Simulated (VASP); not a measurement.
MgO (CsCl type): relaxation of cell and atoms with PBE

MgO (CsCl type):

```
Mg O
1.0
     2.26385    0.00000    0.00000
     0.00000    2.26385    0.00000
     0.00000    0.00000    2.26385
Mg O
1 1
Direct
  0.00000 0.00000 0.00000
  0.50000 0.50000 0.50000
```

* Program: VASP 6.6.1
* Task: relaxation of cell and atoms
* Functional: PBE
* Potentials or basis: VASP PAW PBE potentials, release 64 (Mg, O)
* Cutoff: 600 eV
* k mesh: 16 × 16 × 16
* Occupations: fermi-dirac, width 0.08 eV
* Spin: no spin polarisation
* Target pressure: 190 GPa
* Dipole correction: no
* Further INCAR settings: ALGO = Normal; EDIFF = 1e-06; IBRION = 2; EDIFFG = -0.005; NSW = 60; ISIF = 3

- Relaxed volume: 5.73 Å³/atom
- Relaxed cell: a = 2.255 Å, b = 2.255 Å, c = 2.255 Å, α = 90.00°, β = 90.00°, γ = 90.00°
- Space group after relaxing (to 0.05 Å): Pm-3m (No. 221)
- Energy change on relaxing (the enthalpy is what falls): +81.1 meV/atom
- Ionic steps: 3
- Pressure after relaxing: 189.9 GPa
- Band gap on the k mesh: 6.70 eV, direct

The path:
```csv
step,energy change (eV),largest force (eV/Å),pressure (GPa),volume (Å³)
1,0.0000,0.0000,180.56,11.60
2,0.7051,0.0000,221.09,11.04
3,0.1622,0.0000,189.88,11.46
```

Final structure:
```
Mg O
1.0
     2.25469    0.00000    0.00000
     0.00000    2.25469    0.00000
     0.00000    0.00000    2.25469
Mg O
1 1
Cartesian
  0.0000 0.0000 0.0000
  1.1273 1.1273 1.1273
```

Levels at points of the mesh, in eV from the valence-band top:
| k point | band 1 | band 2 | band 3 | band 4 | band 5 | band 6 | band 7 | band 8 |
| --- | --- | --- | --- | --- | --- | --- | --- | --- |
| (0.00, 0.00, 0.00) | -22.62 | -1.63 | -1.63 | -1.63 | 8.60 | 10.91 | 10.91 | 29.45 |
| (0.50, 0.00, 0.00) | -20.00 | -9.96 | -1.09 | -1.09 | 12.28 | 15.63 | 16.97 | 19.83 |
| (0.50, 0.50, 0.00) | -18.33 | -7.48 | -7.48 | 0.00 | 6.70 | 17.70 | 18.28 | 18.28 |
| (0.50, 0.50, 0.50) | -16.17 | -6.50 | -6.50 | -6.50 | 9.85 | 9.85 | 9.85 | 25.94 |

It took 19 s on 1 thread of Intel Xeon 6975P-C, on a shared host, peak memory 0.14 GiB.

Caveat: the cell is relaxed towards a set pressure, so the enthalpy falls and the energy may rise. A k mesh can miss the band edges.
